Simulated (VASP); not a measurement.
Here is a VASP 6.6.1 calculation.

Contents of INCAR:

```
ALGO = Normal
EDIFF = 1E-6
ENCUT = 520
GGA = PE
ISIF = 2
ISMEAR = -1
LASPH = T
LCHARG = F
LREAL = F
LWAVE = F
NBANDS = 14
NELM = 100
PREC = Accurate
SIGMA = 0.1
```

The input KPOINTS:

```
k-points
0
Gamma
  6 6 4
```

File POSCAR:

```
Re
1.0
    2.7768706464      0.0000000000      0.0000000000
   -1.3884353232      2.4048405228      0.0000000000
    0.0000000000      0.0000000000      4.4788142384
Re
2
Direct
    0.3333333333      0.6666666667      0.2500000000
    0.6666666667      0.3333333333      0.7500000000
```

Potentials or basis: VASP PAW PBE potentials, release 64 (Re).

Run with:

```bash
$ cat potpaw_PBE.64/Re/POTCAR > POTCAR
$ mpirun -np 1 vasp_std > vasp.out
```

Question: What does it give for the band gap on the k mesh?

Answer: Zero (band 7 reaches 8.74 eV, above the bottom of band 8 at 6.02 eV).

Question: What does it give for the pressure?

Answer: -0.1 GPa.

Stress tensor (GPa, compression positive):
```
-0.72  0.00  0.00
 0.00 -0.72  0.00
 0.00  0.00  1.04
```

Caveat: the k points lie up to 0.44 Å⁻¹ apart; spin-orbit coupling is left out, which moves the levels of the heavy elements.
